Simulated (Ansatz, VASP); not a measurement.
K in VASP and in Ansatz

File INCAR:

```
SYSTEM = K
  ALGO = Normal
  EDIFF = 1E-7
  ENCUT = 520
  GGA = PE
  ISIF = 2
  ISMEAR = -1
  LASPH = .TRUE.
  LCHARG = .FALSE.
  LREAL = .FALSE.
  LWAVE = .FALSE.
  NBANDS = 10
  NELM = 60
  PREC = Accurate
  SIGMA = 0.08
```

File KPOINTS:

```
k-points
0
G
  10 10 10
  0 0 0
```

Contents of POSCAR:

```
K
1.0
    3.1700507842      0.0000000000      0.0000000000
    0.0000000000      3.1700507842      0.0000000000
    0.0000000000      0.0000000000      3.1700507842
K
1
Direct
    0.0000000000      0.0000000000      0.0000000000
```

Input for Ansatz:

```yaml
crystal:
  lattice:
    - [3.1700507842, 0.0, 0.0]
    - [0.0, 3.1700507842, 0.0]
    - [0.0, 0.0, 3.1700507842]
  atoms:
    - { symbol: K, position: [0.0, 0.0, 0.0] }
kpoints:
  mp_grid: { grid: [10, 10, 10] }
scf:
  occupations: { method: fermi_dirac, width: 0.08 }
hamiltonian:
  xc: pbe
  pseudopotentials: { kind: paw, source: ansatz }
output:
  forces: true
  stress: true
  eigenvalues: true
```

Change from the starting cell: volume scaled by 0.4, PAW files, source ansatz.

Alike in both runs: task single point; functional PBE; k mesh 10 × 10 × 10; occupations fermi-dirac, width 0.08 eV; no spin polarisation.

```csv
,VASP,Ansatz
version,VASP 6.6.1,Ansatz 0.2.0
potentials or method,"VASP PAW PBE potentials, release 64 (K_sv)","PAW with other files of Ansatz's library (source ansatz), scalar-relativistic"
plane-wave cutoff (eV),520,390
valence electrons in the cell,9,9
```

```csv
,VASP,Ansatz,Ansatz less VASP
pressure (GPa),12.2,12.2,-0.04
```
